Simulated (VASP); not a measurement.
# InSe (R3m) in VASP: electric field gradients with PBEsol

Aim: the electric field gradients of InSe with PBEsol.

All numbers are computed with VASP 6.6.1; they aren't measurements. Logs are shortened: lines on timing, memory, paths and dates and some standing lists are left out, and cuts for length are marked.

## (1) The cell of the first run

It takes space group R3m (No. 160, trigonal). Conventional cell: a = 4.009 Å, b = 4.009 Å, c = 25.288 Å, α = 90.00°, β = 90.00°, γ = 120.00°. In (site symmetry 3m) has 3 Se at 2.64 Å and 1 In at 2.78 Å within 3.5 Å. In (site symmetry 3m) has 3 Se at 2.64 Å and 1 In at 2.78 Å within 3.5 Å. Within 3.5 Å of Se (site symmetry 3m) lie 3 In at 2.64 Å. Se (site symmetry 3m) has 3 In at 2.64 Å within 3.5 Å.

## (2) Electric field gradients, PBEsol

INCAR reads:

```
ALGO = Normal ; EDIFF = 1E-8
ENCUT = 520 ; GGA = PS
ISIF = 2 ; ISMEAR = 0
LASPH = True ; LCHARG = False
LEFG = True ; LREAL = False
LWAVE = False ; NBANDS = 27
NELM = 100 ; PREC = Accurate
SIGMA = 0.01
```

KPOINTS reads:

```
k-points
0
Gamma
  12 12 12
```

POSCAR reads:

```
InSe
1.0
    2.0043871537      1.1572334627      8.4291937577
   -2.0043871537      1.1572334627      8.4291937577
    0.0000000000     -2.3144669255      8.4291937577
In Se
2 2
Direct
    0.0011929034      0.0011929034      0.0011929034
    0.1109978602      0.1109978602      0.1109978602
    0.6173495424      0.6173495424      0.6173495424
    0.8281596941      0.8281596941      0.8281596941
```

Potentials or basis: VASP PAW PBE potentials, release 64 (In_d, Se).

Started as:

```sh
$ cat potpaw_PBE.64/In_d/POTCAR potpaw_PBE.64/Se/POTCAR > POTCAR
$ mpirun -np 1 vasp_std > vasp.out
```

OUTCAR:

```text
EDIFF = 1E-8
   ENCUT = 520
   GGA = PS
   ISIF = 2
   ISMEAR = 0
   LASPH = True
   LREAL = False
   NELM = 100
   PREC = Accurate

 ion  position               nearest neighbor table
   1  0.001  0.001  0.001-   3 2.64   3 2.64   3 2.64   2 2.78
   2  0.111  0.111  0.111-   4 2.64   4 2.64   4 2.64   1 2.78
   3  0.617  0.617  0.617-   1 2.64   1 2.64   1 2.64
   4  0.828  0.828  0.828-   2 2.64   2 2.64   2 2.64

  LATTYP: Found a trigonal (rhomboedric) cell.
 ALAT       =     8.7411706627
 COS(alpha) =     0.8948391669

  Lattice vectors:

 A1 = (   2.0043871537,   1.1572334627,   8.4291937577)
 A2 = (  -2.0043871537,   1.1572334627,   8.4291937577)
 A3 = (   0.0000000000,  -2.3144669255,   8.4291937577)

Analysis of symmetry for initial positions (statically):
=====================================================================
 Subroutine PRICEL returns:
 Original cell was already a primitive cell.

 Routine SETGRP: Setting up the symmetry group for a
 trigonal (rhombohedral) supercell.

 Subroutine GETGRP returns: Found  6 space group operations
 (whereof  6 operations were pure point group operations)
 out of a pool of 12 trial point group operations.

The static configuration has the point symmetry C_3v.

Analysis of symmetry for dynamics (positions and initial velocities):
=====================================================================
 Subroutine PRICEL returns:
 Original cell was already a primitive cell.

 Routine SETGRP: Setting up the symmetry group for a
 trigonal (rhombohedral) supercell.

 Subroutine GETGRP returns: Found  6 space group operations
 (whereof  6 operations were pure point group operations)
 out of a pool of 12 trial point group operations.

The dynamic configuration has the point symmetry C_3v.

 Subroutine INISYM returns: Found  6 space group operations
 (whereof  6 operations are pure point group operations),
 and found     1 'primitive' translations

----------------------------------------------------------------------------------------

                                     Primitive cell

  volume of cell :     117.3113

  direct lattice vectors                    reciprocal lattice vectors
     2.004387154  1.157233463  8.429193758     0.249452806  0.144021645  0.039545103
    -2.004387154  1.157233463  8.429193758    -0.249452806  0.144021645  0.039545103
     0.000000000 -2.314466926  8.429193758     0.000000000 -0.288043290  0.039545103

  length of vectors
     8.741170663  8.741170663  8.741170663     0.290745166  0.290745166  0.290745166

  position of ions in fractional coordinates (direct lattice)
     0.001192903  0.001192903  0.001192903
     0.110997860  0.110997860  0.110997860
     0.617349542  0.617349542  0.617349542
     0.828159694  0.828159694  0.828159694

  ion indices of the primitive-cell ions
   primitive index   ion index
                 1           1
                 2           2
                 3           3
                 4           4

----------------------------------------------------------------------------------------

 KPOINTS: k-points

Automatic generation of k-mesh.
 Grid dimensions read from file:
 generate k-points for:   12   12   12

 Generating k-lattice:

  Cartesian coordinates                     Fractional coordinates (reciprocal lattice)
     0.020787734  0.012001804  0.003295425     0.083333333  0.000000000  0.000000000
    -0.020787734  0.012001804  0.003295425     0.000000000  0.083333333  0.000000000
     0.000000000 -0.024003607  0.003295425    -0.000000000 -0.000000000  0.083333333

  Length of vectors
     0.024228764  0.024228764  0.024228764

  Shift w.r.t. Gamma in fractional coordinates (k-lattice)
     0.000000000  0.000000000  0.000000000

 Subroutine IBZKPT returns following result:
 ===========================================

 Found    189 irreducible k-points:

 Following reciprocal coordinates:
            Coordinates               Weight
  0.000000  0.000000  0.000000      1.000000
  0.083333  0.000000 -0.000000      6.000000
  0.166667 -0.000000  0.000000      6.000000
  0.250000  0.000000 -0.000000      6.000000
  0.333333 -0.000000 -0.000000      6.000000
  0.416667  0.000000 -0.000000      6.000000
[... 16 lines left out ...]
  0.500000  0.166667 -0.000000     12.000000
 -0.416667  0.166667  0.000000     12.000000
 [... further k-points ...]
   k-points           NKPTS =    189   k-points in BZ     NKDIM =    189   number of bands    NBANDS=     27
   number of dos      NEDOS =    301   number of ions     NIONS =      4
   total plane-waves  NPLWV = 343000
   dimension x,y,z NGX =    70 NGY =   70 NGZ =   70
   dimension x,y,z NGXF=   140 NGYF=  140 NGZF=  140
   ions per type =               2   2
   NGX,Y,Z   is equivalent  to a cutoff of  13.31, 13.31, 13.31 a.u.
   NGXF,Y,Z  is equivalent  to a cutoff of  26.63, 26.63, 26.63 a.u.
 SYSTEM =  unknown system
   PREC   = accura    normal or accurate (medium, high low for compatibility)
   ISTART =      0    job   : 0-new  1-cont  2-samecut
   ICHARG =      2    charge: 1-file 2-atom 10-const
   ISPIN  =      1    spin polarized calculation?
   LNONCOLLINEAR =      F non collinear calculations
   LSORBIT =      F    spin-orbit coupling
   LASPH  =      T    aspherical Exc in radial PAW
   ENCUT  =  520.0 eV  38.22 Ry    6.18 a.u.  16.25 16.25 16.25*2*pi/ulx,y,z
   NELM   =    100;   NELMIN=  2; NELMDL= -5     # of ELM steps
   EDIFF  = 0.1E-07   stopping-criterion for ELM
   LREAL  =      F    real-space projection
   EDIFFG = 0.1E-06   stopping-criterion for IOM
   NSW    =      0    number of steps for IOM
   IBRION =     -1    ionic relax: 0-MD 1-quasi-New 2-CG
   NFREE  =      0    steps in history (QN), initial steepest desc. (CG)
   ISIF   =      2    stress and relaxation
   ISYM   =      2    0-nonsym 1-usesym 2-fastsym
   POTIM  = 0.5000    time-step for ionic-motion
   TEBEG  =    0.0;   TEEND  =   0.0 temperature during run
   PSTRESS=    0.0 pullay stress
   NELECT =      38.0000    total number of electrons
   NUPDOWN=      -1.0000    fix difference up-down
   EMIN   =  10.00;   EMAX   =-10.00  energy-range for DOS
   EFERMI =   0.00;   METHOD = LEGACY
   ISMEAR =     0;   SIGMA  =   0.01  broadening in eV -4-tet -1-fermi 0-gaus
   EFERMI_NEDOS =   21; number of points for ismear=-14 and -15
   IALGO  =     38    algorithm
   IMIX   =      4    mixing-type and parameters
     AMIX     =   0.40;   BMIX     =  1.00
     AMIX_MAG =   1.60;   BMIX_MAG =  1.00
  volume/ion in A,a.u.               =      29.33       197.91
  Fermi-wavevector in a.u.,A,eV,Ry     =   1.124319  2.124654 17.199021  1.264092
  Thomas-Fermi vector in A             =   2.260990
   LORBIT       =      0    0 simple, 1 ext, 2 COOP (PROOUT), +10 PAW based schemes
   GGA     = PS    functional components
   LHFCALC =     F    Hartree Fock is set to
   AEXX    =    0.0000 exact exchange contribution
   IVDW    =     0    specifies the selected vdW correction
   LEPSILON=     F    determine dielectric tensor
   LRPA    =     F    only Hartree local field effects (RPA)
 non-spin polarized calculation
 Gauss-broadening in eV      SIGMA  =   0.01
  energy-cutoff  :      520.00
  volume of cell :      117.31
 maximum number of plane-waves:      3188
 NGX is ok and might be reduce to    70
   NGX = 33   NGY = 33   NGZ = 33

 number of electron      38.0000004 magnetization

 Free energy of the ion-electron system (eV)
  ---------------------------------------------------
  ext. energy  EPLUGINS =         0.00000000
  ---------------------------------------------------
  free energy    TOTEN  =       -15.59886346 eV

  energy without entropy =      -15.59886346  energy(sigma->0) =      -15.59886346

 E-fermi :   3.9871     XC(G=0):  -9.0822

 val. band max:        3.9244385752   @ k =   0.5000   0.5000   0.5000
 cond. band min:       4.2818650354   @ k =   0.5000   0.5000   0.5000
 fundamental gap:      0.3574264603
 Fermi energy:         3.9871081180

 k-point     1 :       0.0000    0.0000    0.0000
  band No.  band energies     occupation
      1     -10.8170      2.00000
      2     -10.6183      2.00000
      3     -10.6183      2.00000
      4     -10.5293      2.00000
      5     -10.5293      2.00000
      6     -10.5197      2.00000
[... 19 lines left out ...]
     26       9.3843      0.00000
     27      11.2785      0.00000

 k-point     2 :       0.0833    0.0000   -0.0000
  band No.  band energies     occupation
      1     -10.8171      2.00000
      2     -10.6488      2.00000
      3     -10.6172      2.00000
      4     -10.5621      2.00000
      5     -10.5241      2.00000
      6     -10.5218      2.00000
[... 19 lines left out ...]
     26       9.5501      0.00000
     27      11.2755      0.00000

 k-point     3 :       0.1667   -0.0000    0.0000
  band No.  band energies     occupation
      1     -10.8235      2.00000
      2     -10.7105      2.00000
      3     -10.6366      2.00000
      4     -10.6150      2.00000
      5     -10.5274      2.00000
      6     -10.5100      2.00000
[... 19 lines left out ...]
     26       9.9464      0.00000
     27      10.6277      0.00000

 k-point     4 :       0.2500    0.0000   -0.0000
  band No.  band energies     occupation
      1     -10.8558      2.00000
      2     -10.7491      2.00000
      3     -10.7171      2.00000
      4     -10.6141      2.00000
      5     -10.5350      2.00000
      6     -10.4909      2.00000
[... 19 lines left out ...]
     26      10.3018      0.00000
     27      10.5919      0.00000
[... 516 lines left out ...]
      4     -10.6238      2.00000
      5     -10.5343      2.00000
      6     -10.4743      2.00000
[... 19 lines left out ...]
     26      10.5736      0.00000
     27      10.8884      0.00000

 k-point    23 :       0.5000    0.1667   -0.0000
  band No.  band energies     occupation
      1     -10.9418      2.00000
      2     -10.8355      2.00000
      3     -10.7530      2.00000
      4     -10.6277      2.00000
      5     -10.5357      2.00000
      6     -10.4656      2.00000
[... 19 lines left out ...]
     26      10.7556      0.00000
     27      11.4232      0.00000

 k-point    24 :      -0.4167    0.1667    0.0000
  band No.  band energies     occupation
      1     -10.9525      2.00000
      2     -10.8462      2.00000
      3     -10.7520      2.00000
      4     -10.6292      2.00000
      5     -10.5362      2.00000
      6     -10.4624      2.00000
[... 19 lines left out ...]
     26      10.8524      0.00000
     27      11.6547      0.00000

 [... further k-points ...]

------------------------ aborting loop because EDIFF is reached ----------------------------------------

  FORCE on cell =-STRESS in cart. coord.  units (eV):
  Direction    XX          YY          ZZ          XY          YZ          ZX
  --------------------------------------------------------------------------------------
  -------------------------------------------------------------------------------------
  Total        0.0502723      0.0502723      0.0370803      0.0000000     -0.0000000      0.0000000
  in kB        0.6865926      0.6865926      0.5064239      0.0000000     -0.0000000      0.0000000
  external PRESSURE =       0.6265363 kB  Pullay stress =       0.0000000 kB

 VOLUME and BASIS-vectors are now :
 -----------------------------------------------------------------------------
  energy-cutoff  :      520.00
  volume of cell :      117.31
      direct lattice vectors                 reciprocal lattice vectors
     2.004387154  1.157233463  8.429193758     0.249452806  0.144021645  0.039545103
    -2.004387154  1.157233463  8.429193758    -0.249452806  0.144021645  0.039545103
     0.000000000 -2.314466926  8.429193758     0.000000000 -0.288043290  0.039545103

 POSITION                                       TOTAL-FORCE (eV/Angst)
 -----------------------------------------------------------------------------------
      0.00000     -0.00000      0.03017         0.000000     -0.000000      0.019603
      0.00000     -0.00000      2.80687         0.000000      0.000000     -0.019698
      0.00000     -0.00000     15.61128         0.000000      0.000000     -0.019484
      0.00000     -0.00000     20.94216         0.000000     -0.000000      0.019579
 -----------------------------------------------------------------------------------
    total drift:                                0.000000      0.000000     -0.000199

  FREE ENERGIE OF THE ION-ELECTRON SYSTEM (eV)
  ---------------------------------------------------
  free  energy   TOTEN  =       -15.5988634578 eV

  energy  without entropy=      -15.5988634578  energy(sigma->0) =      -15.59886346

 Electric field gradients (V/A^2)
---------------------------------------------------------------------
 ion       V_xx      V_yy      V_zz      V_xy      V_xz      V_yz
---------------------------------------------------------------------
   1      54.330    54.330  -108.660     0.000    -0.000     0.000
   2      54.501    54.501  -109.001    -0.000     0.000     0.000
   3      31.255    31.255   -62.511    -0.000     0.000     0.000
   4      32.719    32.719   -65.437    -0.000     0.000     0.000
---------------------------------------------------------------------

 Electric field gradients after diagonalization (V/A^2)
 (convention: |V_zz| > |V_xx| > |V_yy|)
----------------------------------------------------------------------
 ion       V_xx      V_yy      V_zz     asymmetry (V_yy - V_xx)/ V_zz
----------------------------------------------------------------------
   1      54.330    54.330  -108.660       0.000
   2      54.501    54.501  -109.001       0.000
   3      31.255    31.255   -62.511       0.000
   4      32.719    32.719   -65.437       0.000
----------------------------------------------------------------------

           NMR quadrupolar parameters

 Cq : quadrupolar parameter    Cq=e*Q*V_zz/h
 eta: asymmetry parameters     (V_yy - V_xx)/ V_zz
 Q  : nuclear electric quadrupole moment in mb (millibarn)
----------------------------------------------------------------------
 ion       Cq(MHz)       eta       Q (mb)
----------------------------------------------------------------------
   1      -0.263       0.000       1.000
   2      -0.264       0.000       1.000
   3      -0.151       0.000       1.000
   4      -0.158       0.000       1.000
----------------------------------------------------------------------
```

It took 1.5 h on 1 thread of Intel Xeon 8259CL, shared host; peak memory 1 GiB.

What came out:

| Property | Result |
| --- | --- |
| Free energy | -15.5989 eV |
| Pressure | 0.1 GPa |
| Largest force | 0.020 eV/Å |
| Band gap on the k mesh | 0.36 eV |
| Largest electric field gradient by atom | In -108.7, -109.0; Se -62.5, -65.4 V/Å² |

Forces on the atoms (eV/Å):
```
In   0.000  0.000  0.020
In   0.000  0.000 -0.020
Se   0.000  0.000 -0.019
Se   0.000  0.000  0.020
```

Electric field gradients, principal values (V/Å²):
| atom | least | middle | greatest (by size) |
| --- | --- | --- | --- |
| 1 In | 54.330 | 54.330 | -108.660 |
| 2 In | 54.501 | 54.501 | -109.001 |
| 3 Se | 31.255 | 31.255 | -62.511 |
| 4 Se | 32.719 | 32.719 | -65.437 |

Caveat: without QUAD_EFG the Cq values of the log hold for a quadrupole moment of 1 mb, not for the nuclei; the PAW data sets were made with another functional, which shifts forces and pressure a little; spin-orbit coupling is left out, which moves the levels of the heavy elements. A k mesh can miss the band edges.
